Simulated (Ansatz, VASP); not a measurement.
# Two plane-wave programs on Sr

POSCAR

```
Sr
1.0
    4.3011985039      0.0000000000      0.0000000000
   -2.1505992519      3.7249471711      0.0000000000
    0.0000000000      0.0000000000      7.0445570100
Sr
2
Direct
    0.3333333333      0.6666666667      0.2500000000
    0.6666666667      0.3333333333      0.7500000000
```

The input INCAR.step1:

```
PREC = Accurate
ENCUT = 520
ISMEAR = -1
SIGMA = 0.05
LREAL = F
LASPH = T
NELM = 60
NBANDS = 17
GGA = PE
ALGO = Normal
EDIFF = 1E-4
LWAVE = T
LCHARG = F
```

File INCAR.step2:

```
PREC = Accurate
ENCUT = 520
EDIFF = 1E-8
ISMEAR = -1
SIGMA = 0.05
LREAL = F
LASPH = T
NELM = 60
ALGO = Normal
ISIF = 2
LWAVE = F
LCHARG = F
METAGGA = R2SCAN
LMIXTAU = T
LEFG = T
NBANDS = 17
ISTART = 1
```

Contents of KPOINTS:

```
Automatic mesh
0
Gamma
  11 11 6
```

Input for Ansatz:

```yaml
crystal:
  lattice:
    - [4.3011985039, 0.0, 0.0]
    - [-2.1505992519, 3.7249471711, 0.0]
    - [0.0, 0.0, 7.04455701]
  atoms:
    - { symbol: Sr, position: [0.3333333333, 0.6666666667, 0.25] }
    - { symbol: Sr, position: [0.6666666667, 0.3333333333, 0.75] }
kpoints:
  mp_grid: { grid: [11, 11, 6] }
  band_path:
    path:
      - [0.0, 0.0, 0.0]
      - [0.5, 0.0, 0.0]
      - [0.3333333333, 0.3333333333, 0.0]
      - [0.0, 0.0, 0.0]
      - [0.0, 0.0, 0.5]
      - [0.5, 0.0, 0.5]
      - [0.3333333333, 0.3333333333, 0.5]
      - [0.0, 0.0, 0.5]
      - [0.5, 0.0, 0.5]
    npoints: 14
scf:
  occupations: { method: fermi_dirac, width: 0.05 }
hamiltonian:
  xc: r2scan
  pseudopotentials: { kind: paw }
output:
  forces: true
  stress: true
  eigenvalues: true
  efg: { contact_densities: true }
  populations: true
  bader: true
  dos: { projected: true, de: 0.2, e_range: [-14, 8] }
  write_density: true
  write_potential: true
  elf: true
  volumetric_format: npy
```

Alike in both runs: task electric field gradients; functional r2SCAN; k mesh 11 × 11 × 6; occupations fermi-dirac, width 0.05 eV; no spin polarisation.

|  | VASP | Ansatz |
| --- | --- | --- |
| version | VASP 6.6.1 | Ansatz 0.2.0 |
| potentials or method | VASP PAW PBE potentials, release 64 (Sr_sv) | PAW with Ansatz's default frozen-core files, scalar-relativistic |
| plane-wave cutoff (eV) | 520 | 500 |
| valence electrons in the cell | 20 | 20 |

Ansatz gave:

* pressure (GPa): 0.2
* traceless stress, the component that is largest in VASP (GPa): 0.20
* size of Vzz on the site where it differs most (V/Å²): 10.3

Estimate VASP's values.

pressure (GPa): 0.2; traceless stress, the component that is largest in VASP (GPa): 0.20; size of Vzz on the site where it differs most (V/Å²): 10.2.

VASP's potentials were made for PBE, not for r2SCAN. With one functional, cell and mesh, what is left measures potentials, basis and numerics.
